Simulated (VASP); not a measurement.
# V2N3 (C2/m) in VASP: notebook

V2N3 is run at these levels: PBEsol; tasks: single point.

All numbers are computed with VASP 6.6.1; they aren't measurements. Logs are shortened: lines on timing, memory, paths and dates and some standing lists are left out, and cuts for length are marked.

## 1. The cell of the first run

The structure is monoclinic, space group C2/m (No. 12). The conventional cell has a = 4.767 Å, b = 2.780 Å, c = 6.196 Å, α = 90.00°, β = 90.00°, γ = 90.00°. Within 2.6 Å of V (site symmetry m) lie 6 N at 1.99 to 2.02 Å. Within 2.8 Å of N (site symmetry 2/m) lie 6 V at 2.01 to 2.02 Å and 8 N at 2.43 to 2.78 Å. Within 1.8 Å of N (site symmetry m) lie 1 N at 1.33 Å.

## 2. Single point, PBEsol (strain -0.0100 x Voigt [0, 1, 0, 0, 0, 0])

Input file INCAR:

```
PREC = Accurate ; ENCUT = 520
EDIFF = 1E-7 ; ISMEAR = 0
SIGMA = 0.15 ; LREAL = False
LASPH = True ; NELM = 100
ALGO = Normal ; ISIF = 2
LWAVE = False ; LCHARG = True
GGA = PS ; LELF = True
LVHAR = True ; NBANDS = 28
```

Input file KPOINTS:

```
Automatic mesh
0
Gamma
  18 18 8
```

Input file POSCAR:

```
V2N3
1.0
    2.7797869938      0.0000000000      0.0000000000
   -1.3898934969      2.3832924922      0.0000000000
    0.0000000000      0.0000000000      6.1963538749
V N
2 3
Direct
    0.6666666667      0.3333333333      0.3021155180
    0.3333333333      0.6666666667      0.6978844820
    0.0000000000      0.0000000000      0.5000000000
    0.0000000000      0.0000000000      0.1074399115
    0.0000000000      0.0000000000      0.8925600885
```

Potentials or basis: VASP PAW PBE potentials, release 64 (V_sv, N).

Launch:

```sh
$ cat potpaw_PBE.64/V_sv/POTCAR potpaw_PBE.64/N/POTCAR > POTCAR
$ mpirun -np 1 vasp_std > vasp.out
```

OUTCAR:

```text
PREC = Accurate
   ENCUT = 520
   EDIFF = 1E-7
   ISMEAR = 0
   LREAL = False
   LASPH = True
   NELM = 100
   ISIF = 2
   GGA = PS

 ion  position               nearest neighbor table
   1  0.667  0.333  0.302-   4 1.99   4 2.00   4 2.00   3 2.01   3 2.02   3 2.02
   2  0.333  0.667  0.698-   5 1.99   5 2.00   5 2.00   3 2.01   3 2.02   3 2.02
   3  0.000  0.000  0.500-   2 2.01   1 2.01   2 2.02   1 2.02   1 2.02   2 2.02
   4  0.000  0.000  0.107-   5 1.33   1 1.99   1 2.00   1 2.00
   5  0.000  0.000  0.893-   4 1.33   2 1.99   2 2.00   2 2.00

  Warning from LATTYP: Monoclinic adjustment (A1->A3, A2->A1, A3->A2)!
  LATTYP: Found a base centered orthorhombic cell.
 ALAT       =     2.7797869938
 B/A-ratio  =     1.7147302995
 C/A-ratio  =     2.2290750654

  Lattice vectors:

 A1 = (   1.3898934969,  -2.3832924922,   0.0000000000)
 A2 = (   1.3898934969,   2.3832924922,   0.0000000000)
 A3 = (   0.0000000000,   0.0000000000,   6.1963538749)

Analysis of symmetry for initial positions (statically):
=====================================================================
 Subroutine PRICEL returns:
 Original cell was already a primitive cell.

 Routine SETGRP: Setting up the symmetry group for a
 base centered orthorhombic supercell.

 Subroutine GETGRP returns: Found  4 space group operations
 (whereof  4 operations were pure point group operations)
 out of a pool of  8 trial point group operations.

The static configuration has the point symmetry C_2h.

Analysis of symmetry for dynamics (positions and initial velocities):
=====================================================================
 Subroutine PRICEL returns:
 Original cell was already a primitive cell.

 Routine SETGRP: Setting up the symmetry group for a
 base centered orthorhombic supercell.

 Subroutine GETGRP returns: Found  4 space group operations
 (whereof  4 operations were pure point group operations)
 out of a pool of  8 trial point group operations.

The dynamic configuration has the point symmetry C_2h.

 Subroutine INISYM returns: Found  4 space group operations
 (whereof  4 operations are pure point group operations),
 and found     1 'primitive' translations

----------------------------------------------------------------------------------------

                                     Primitive cell

  volume of cell :      41.0511

  direct lattice vectors                    reciprocal lattice vectors
     2.779786994  0.000000000  0.000000000     0.359739794  0.209793805  0.000000000
    -1.389893497  2.383292492  0.000000000     0.000000000  0.419587610  0.000000000
     0.000000000  0.000000000  6.196353875     0.000000000  0.000000000  0.161385231

  length of vectors
     2.779786994  2.758964849  6.196353875     0.416444666  0.419587610  0.161385231

  position of ions in fractional coordinates (direct lattice)
     0.666666667  0.333333333  0.302115518
     0.333333333  0.666666667  0.697884482
     0.000000000  0.000000000  0.500000000
     0.000000000  0.000000000  0.107439912
     0.000000000  0.000000000  0.892560088

  ion indices of the primitive-cell ions
   primitive index   ion index
                 1           1
                 2           2
                 3           3
                 4           4
                 5           5

----------------------------------------------------------------------------------------

 KPOINTS: Automatic mesh

Automatic generation of k-mesh.
 Grid dimensions read from file:
 generate k-points for:   18   18    8

 Generating k-lattice:

  Cartesian coordinates                     Fractional coordinates (reciprocal lattice)
     0.019985544  0.011655211  0.000000000     0.055555556  0.000000000  0.000000000
     0.000000000  0.023310423  0.000000000     0.000000000  0.055555556  0.000000000
     0.000000000  0.000000000  0.020173154     0.000000000  0.000000000  0.125000000

  Length of vectors
     0.023135815  0.023310423  0.020173154

  Shift w.r.t. Gamma in fractional coordinates (k-lattice)
     0.000000000  0.000000000  0.000000000

 Subroutine IBZKPT returns following result:
 ===========================================

 Found    695 irreducible k-points:

 Following reciprocal coordinates:
            Coordinates               Weight
  0.000000  0.000000  0.000000      1.000000
  0.055556  0.000000  0.000000      4.000000
  0.111111  0.000000  0.000000      4.000000
  0.166667  0.000000  0.000000      4.000000
  0.222222  0.000000  0.000000      4.000000
  0.277778  0.000000  0.000000      4.000000
[... 16 lines left out ...]
 -0.333333  0.055556  0.000000      4.000000
 -0.277778  0.055556  0.000000      4.000000
 [... further k-points ...]
   k-points           NKPTS =    695   k-points in BZ     NKDIM =    695   number of bands    NBANDS=     28
   number of dos      NEDOS =    301   number of ions     NIONS =      5
   total plane-waves  NPLWV =  27648
   dimension x,y,z NGX =    24 NGY =   24 NGZ =   48
   dimension x,y,z NGXF=    48 NGYF=   48 NGZF=   96
   ions per type =               2   3
   NGX,Y,Z   is equivalent  to a cutoff of  14.35, 14.46, 12.88 a.u.
   NGXF,Y,Z  is equivalent  to a cutoff of  28.71, 28.92, 25.76 a.u.
 SYSTEM =  unknown system
   PREC   = accura    normal or accurate (medium, high low for compatibility)
   ISTART =      0    job   : 0-new  1-cont  2-samecut
   ICHARG =      2    charge: 1-file 2-atom 10-const
   ISPIN  =      1    spin polarized calculation?
   LNONCOLLINEAR =      F non collinear calculations
   LSORBIT =      F    spin-orbit coupling
   LASPH  =      T    aspherical Exc in radial PAW
   ENCUT  =  520.0 eV  38.22 Ry    6.18 a.u.   5.17  5.13 11.52*2*pi/ulx,y,z
   NELM   =    100;   NELMIN=  2; NELMDL= -5     # of ELM steps
   EDIFF  = 0.1E-06   stopping-criterion for ELM
   LREAL  =      F    real-space projection
   EDIFFG = 0.1E-05   stopping-criterion for IOM
   NSW    =      0    number of steps for IOM
   IBRION =     -1    ionic relax: 0-MD 1-quasi-New 2-CG
   NFREE  =      0    steps in history (QN), initial steepest desc. (CG)
   ISIF   =      2    stress and relaxation
   ISYM   =      2    0-nonsym 1-usesym 2-fastsym
   POTIM  = 0.5000    time-step for ionic-motion
   TEBEG  =    0.0;   TEEND  =   0.0 temperature during run
   PSTRESS=    0.0 pullay stress
   NELECT =      41.0000    total number of electrons
   NUPDOWN=      -1.0000    fix difference up-down
   EMIN   =  10.00;   EMAX   =-10.00  energy-range for DOS
   EFERMI =   0.00;   METHOD = LEGACY
   ISMEAR =     0;   SIGMA  =   0.15  broadening in eV -4-tet -1-fermi 0-gaus
   EFERMI_NEDOS =   21; number of points for ismear=-14 and -15
   IALGO  =     38    algorithm
   IMIX   =      4    mixing-type and parameters
     AMIX     =   0.40;   BMIX     =  1.00
     AMIX_MAG =   1.60;   BMIX_MAG =  1.00
  volume/ion in A,a.u.               =       8.21        55.41
  Fermi-wavevector in a.u.,A,eV,Ry     =   1.636419  3.092383 36.434580  2.677866
  Thomas-Fermi vector in A             =   2.727728
   LORBIT       =      0    0 simple, 1 ext, 2 COOP (PROOUT), +10 PAW based schemes
   GGA     = PS    functional components
   LHFCALC =     F    Hartree Fock is set to
   AEXX    =    0.0000 exact exchange contribution
   IVDW    =     0    specifies the selected vdW correction
   LEPSILON=     F    determine dielectric tensor
   LRPA    =     F    only Hartree local field effects (RPA)
 non-spin polarized calculation
 Gauss-broadening in eV      SIGMA  =   0.15
  energy-cutoff  :      520.00
  volume of cell :       41.05
 maximum number of plane-waves:      1134
 NGX is ok and might be reduce to    24
   NGX = 11   NGY = 11   NGZ = 23

 number of electron      41.0000008 magnetization

 Free energy of the ion-electron system (eV)
  ---------------------------------------------------
  ext. energy  EPLUGINS =         0.00000000
  ---------------------------------------------------
  free energy    TOTEN  =       -49.89247522 eV

  energy without entropy =      -49.86740705  energy(sigma->0) =      -49.87994113

 E-fermi :  10.4365     XC(G=0): -13.6626

 val. band max:       10.4355412332   @ k =   0.0556   0.3333   0.2500
 cond. band min:      10.4409737891   @ k =  -0.1111   0.0000   0.1250
 fundamental gap:      0.0054325559
 Fermi energy:        10.4365397662

 k-point     1 :       0.0000    0.0000    0.0000
  band No.  band energies     occupation
      1     -53.9815      2.00000
      2     -53.9424      2.00000
      3     -28.0818      2.00000
      4     -27.7779      2.00000
      5     -27.7202      2.00000
      6     -27.7045      2.00000
[... 20 lines left out ...]
     27      14.2361      0.00000
     28      14.7322      0.00000

 k-point     2 :       0.0556    0.0000    0.0000
  band No.  band energies     occupation
      1     -53.9785      2.00000
      2     -53.9399      2.00000
      3     -28.0763      2.00000
      4     -27.7797      2.00000
      5     -27.7336      2.00000
      6     -27.7191      2.00000
[... 20 lines left out ...]
     27      14.2395      0.00000
     28      14.7211      0.00000

 k-point     3 :       0.1111    0.0000    0.0000
  band No.  band energies     occupation
      1     -53.9697      2.00000
      2     -53.9327      2.00000
      3     -28.0607      2.00000
      4     -27.8060      2.00000
      5     -27.7698      2.00000
      6     -27.7537      2.00000
[... 20 lines left out ...]
     27      14.2922      0.00000
     28      14.6682      0.00000

 k-point     4 :       0.1667    0.0000    0.0000
  band No.  band energies     occupation
      1     -53.9562      2.00000
      2     -53.9218      2.00000
      3     -28.0388      2.00000
      4     -27.8815      2.00000
      5     -27.8436      2.00000
      6     -27.7540      2.00000
[... 20 lines left out ...]
     27      14.4001      0.00000
     28      14.6011      0.00000

 k-point     5 :       0.2222    0.0000    0.0000
  band No.  band energies     occupation
      1     -53.9394      2.00000
      2     -53.9084      2.00000
      3     -28.0299      2.00000
      4     -27.9755      2.00000
      5     -27.9193      2.00000
      6     -27.7724      2.00000
[... 20 lines left out ...]
     27      14.5287      0.00000
     28      14.5535      0.00000

 k-point     6 :       0.2778    0.0000    0.0000
  band No.  band energies     occupation
      1     -53.9212      2.00000
      2     -53.8944      2.00000
      3     -28.0999      2.00000
      4     -28.0619      2.00000
      5     -27.9308      2.00000
      6     -27.7978      2.00000
[... 463 lines left out ...]
      5     -27.8603      2.00000
      6     -27.8541      2.00000
[... 20 lines left out ...]
     27      14.3917      0.00000
     28      14.9561      0.00000

 k-point    22 :      -0.3889    0.0556    0.0000
  band No.  band energies     occupation
      1     -53.8951      2.00000
      2     -53.8755      2.00000
      3     -28.2338      2.00000
      4     -28.1838      2.00000
      5     -27.8838      2.00000
      6     -27.8419      2.00000
[... 20 lines left out ...]
     27      14.2228      0.00000
     28      14.9067      0.00000

 k-point    23 :      -0.3333    0.0556    0.0000
  band No.  band energies     occupation
      1     -53.9112      2.00000
      2     -53.8870      2.00000
      3     -28.1468      2.00000
      4     -28.1051      2.00000
      5     -27.9159      2.00000
      6     -27.8185      2.00000
[... 20 lines left out ...]
     27      14.2987      0.00000
     28      14.8418      0.00000

 k-point    24 :      -0.2778    0.0556    0.0000
  band No.  band energies     occupation
      1     -53.9291      2.00000
      2     -53.9004      2.00000
      3     -28.0561      2.00000
      4     -28.0201      2.00000
      5     -27.9355      2.00000
      6     -27.7910      2.00000
[... 20 lines left out ...]
     27      14.3185      0.00000
     28      14.7754      0.00000

 [... further k-points ...]

------------------------ aborting loop because EDIFF is reached ----------------------------------------

  FORCE on cell =-STRESS in cart. coord.  units (eV):
  Direction    XX          YY          ZZ          XY          YZ          ZX
  --------------------------------------------------------------------------------------
  -------------------------------------------------------------------------------------
  Total        0.6160807      1.6524506      0.7034706      0.0000000     -0.0077548      0.0000000
  in kB       24.0449071     64.4932114     27.4556339      0.0000000     -0.3026622      0.0000000
  external PRESSURE =      38.6645841 kB  Pullay stress =       0.0000000 kB

 VOLUME and BASIS-vectors are now :
 -----------------------------------------------------------------------------
  energy-cutoff  :      520.00
  volume of cell :       41.05
      direct lattice vectors                 reciprocal lattice vectors
     2.779786994  0.000000000  0.000000000     0.359739794  0.209793805  0.000000000
    -1.389893497  2.383292492  0.000000000     0.000000000  0.419587610  0.000000000
     0.000000000  0.000000000  6.196353875     0.000000000  0.000000000  0.161385231

 POSITION                                       TOTAL-FORCE (eV/Angst)
 -----------------------------------------------------------------------------------
      1.38989      0.79443      1.87201         0.000000     -0.054815     -0.049543
     -0.00000      1.58886      4.32434         0.000000      0.054815      0.049543
      0.00000      0.00000      3.09818         0.000000      0.000000      0.000000
      0.00000      0.00000      0.66574        -0.000000      0.021095      0.021165
      0.00000      0.00000      5.53062         0.000000     -0.021095     -0.021165
 -----------------------------------------------------------------------------------
    total drift:                               -0.000000      0.000000      0.000000

  FREE ENERGIE OF THE ION-ELECTRON SYSTEM (eV)
  ---------------------------------------------------
  free  energy   TOTEN  =       -49.8924752206 eV

  energy  without entropy=      -49.8674070476  energy(sigma->0) =      -49.87994113
```

Wall time 5.4 min (1 thread of Intel Xeon 6975P-C (Granite Rapids), shared host); peak memory 0.69 GiB.

Results:

```
Free energy            : -49.8925 eV
Pressure               : 3.9 GPa
Largest force          : 0.074 eV/Å
Band gap on the k mesh : zero (an odd number of electrons rules out a gap without spin polarisation)
```

Forces in eV/Å, atoms in the order of the input:
```
V    0.000 -0.055 -0.050
V    0.000  0.055  0.050
N    0.000  0.000  0.000
N    0.000  0.021  0.021
N    0.000 -0.021 -0.021
```

Caveat: the cell differs from its parent crystal (strain -0.0100 x Voigt [0, 1, 0, 0, 0, 0]); the cell stands under pressure; the PAW data sets were made with another functional, which shifts forces and pressure a little; the run has no spin polarisation, though such a crystal can be magnetic.

(Part 1 of 2 ends here.)
